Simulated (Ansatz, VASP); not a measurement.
**Na4H: VASP beside Ansatz**

Contents of INCAR:

```
PREC     = Accurate       # precision mode
ENCUT    = 520            # plane-wave cutoff, eV
EDIFF    = 1E-6           # SCF threshold, eV
ISMEAR   = 0              # smearing method
SIGMA    = 0.1            # smearing width, eV
LREAL    = False          # projectors in reciprocal space
LASPH    = True           # aspherical terms in the spheres
NELM     = 60             # most SCF steps
ALGO     = Normal         # electronic algorithm
ISIF     = 2              # what is computed and relaxed
LWAVE    = False          # write WAVECAR
LCHARG   = False          # write CHGCAR
LDIPOL   = True         
IDIPOL   = 3            
DIPOL    = 0.5 0.5 0.310
GGA      = PE             # functional
NBANDS   = 40             # bands
```

The input KPOINTS:

```
Automatic mesh
0
Gamma
  4 4 1
```

The input POSCAR:

```
Na4H
1.0
    7.2665057608      0.0000000000      0.0000000000
   -2.4221685869      6.8509273320      0.0000000000
    0.0000000000      0.0000000000     20.9665385532
Na H
8 2
Direct
    0.2500000000      0.2500000000      0.1907801800
    0.2500000000      0.7500000000      0.1907801800
    0.7500000000      0.2500000000      0.1907801800
    0.7500000000      0.7500000000      0.1907801800
    0.0000000000      0.0000000000      0.3322693699
    0.0000000000      0.5000000000      0.3322693699
    0.5000000000      0.0000000000      0.3322693699
    0.5000000000      0.5000000000      0.3322693699
   -0.0516066473      0.7500000000      0.5039715319
    0.0516066473      0.7500000000      0.5039715319
```

Input for Ansatz:

```yaml
crystal:
  lattice:
    - [7.2665057608, 0.0, 0.0]
    - [-2.4221685869, 6.850927332, 0.0]
    - [0.0, 0.0, 20.9665385532]
  atoms:
    - { symbol: Na, position: [0.25, 0.25, 0.19078018] }
    - { symbol: Na, position: [0.25, 0.75, 0.19078018] }
    - { symbol: Na, position: [0.75, 0.25, 0.19078018] }
    - { symbol: Na, position: [0.75, 0.75, 0.19078018] }
    - { symbol: Na, position: [0.0, 0.0, 0.3322693699] }
    - { symbol: Na, position: [0.0, 0.5, 0.3322693699] }
    - { symbol: Na, position: [0.5, 0.0, 0.3322693699] }
    - { symbol: Na, position: [0.5, 0.5, 0.3322693699] }
    - { symbol: H, position: [-0.0516066473, 0.75, 0.5039715319] }
    - { symbol: H, position: [0.0516066473, 0.75, 0.5039715319] }
basis:
  ecutwfc: 420
kpoints:
  mp_grid: { grid: [4, 4, 1] }
hamiltonian:
  xc: pbe
scf:
  occupations: { method: gaussian, width: 0.1 }
output:
  forces: true
  eigenvalues: true
efield:
  axis: 3
  dipole_correction: true
  ramp_width: 0.04
```

Alike in both runs: task single point; functional PBE; k mesh 4 × 4 × 1; occupations gaussian, width 0.1 eV; no spin polarisation.

|  | VASP | Ansatz |
| --- | --- | --- |
| version | VASP 6.6.1 | Ansatz 0.2.0 |
| potentials or method | VASP PAW PBE potentials, release 64 (Na_pv, H), cutoff 520 eV | scalar-relativistic, plane waves, PAW |
| valence electrons in the cell | 58 | 74 |

Ansatz gave:

| Item | Value |
| --- | --- |
| gap on the k mesh at the Fermi level (eV) | none |
| rms of the force components (eV/Å) | 0.009 |

**Question.** Which values does VASP return?

**Answer.** gap on the k mesh at the Fermi level (eV): none; rms of the force components (eV/Å): 0.007.

Atom by atom the forces differ by 0.003 eV/Å (rms over components). A gap of «none» marks a metal or a gap that the smearing closes. The functional is the same, so the differences come from potentials, cutoffs and numerics. VASP's potentials hold 58 valence electrons a cell and Ansatz's 74, so a difference there can come from the potentials and not from the codes.
